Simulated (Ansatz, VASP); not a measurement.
# One calculation of NbCd3H, two programs

The input INCAR:

```
ALGO = Fast
EDIFF = 1E-6
EDIFFG = -0.025
ENCUT = 600
GGA = PE
IBRION = 2
ISIF = 3
ISMEAR = 0
LASPH = T
LCHARG = F
LREAL = F
LWAVE = F
NELM = 100
NSW = 90
PREC = Accurate
SIGMA = 0.1
```

File KPOINTS:

```
k-points
0
Gamma
  8 8 8
```

POSCAR

```
NbCd3H
1.0
    4.3844881849      0.0000000000      0.0000000000
    0.0000000000      4.3844881849      0.0000000000
    0.0000000000      0.0000000000      4.3844881849
Nb Cd H
1 3 1
Direct
    1.0000000000      0.0000000000      1.0000000000
    1.0000000000      0.5000000000      0.5000000000
    0.5000000000      0.0000000000      0.5000000000
    0.5000000000      0.5000000000      0.0000000000
    0.5000000000      0.5000000000      0.5000000000
```

Input for Ansatz:

```yaml
crystal:
  lattice:
    - [4.3844881849, 0.0, 0.0]
    - [0.0, 4.3844881849, 0.0]
    - [0.0, 0.0, 4.3844881849]
  atoms:
    - { symbol: Nb, position: [1.0, 0.0, 1.0] }
    - { symbol: Cd, position: [1.0, 0.5, 0.5] }
    - { symbol: Cd, position: [0.5, 0.0, 0.5] }
    - { symbol: Cd, position: [0.5, 0.5, 0.0] }
    - { symbol: H, position: [0.5, 0.5, 0.5] }
basis:
  ecutwfc: 420
kpoints:
  mp_grid: { grid: [8, 8, 8] }
hamiltonian:
  xc: pbe
scf:
  occupations: { method: gaussian, width: 0.1 }
output:
  forces: true
  stress: true
  eigenvalues: true
  write_density: true
  write_potential: true
  elf: true
  volumetric_format: npy
relax:
  adjacent_minimum: "off"
  f_tol: 0.025
  max_steps: 70
  cell: { stress_tol: 0.12 }
```

Alike in both runs: task relaxation of cell and atoms; functional PBE; k mesh 8 × 8 × 8; occupations gaussian, width 0.1 eV; no spin polarisation.

```csv
,VASP,Ansatz
version,VASP 6.6.1,Ansatz 0.2.0
potentials or method,"VASP PAW PBE potentials, release 64 (Nb_sv, Cd, H), cutoff 600 eV","scalar-relativistic, plane waves, PAW"
valence electrons in the cell,50,74
```

VASP gave:

```
gap on the k mesh at the Fermi level, each at its own relaxed structure (eV) : none
relaxed volume (Å³/atom)                                                     : 16.94
relaxed cell length with the largest relative difference (Å)                 : 4.392
```

Q: Estimate Ansatz's values.

A: gap on the k mesh at the Fermi level, each at its own relaxed structure (eV): none; relaxed volume (Å³/atom): 16.86; relaxed cell length with the largest relative difference (Å): 4.384.

A gap of «none» marks a metal or a gap that the smearing closes. VASP's potentials hold 50 valence electrons a cell and Ansatz's 74, so a difference there can come from the potentials and not from the codes.
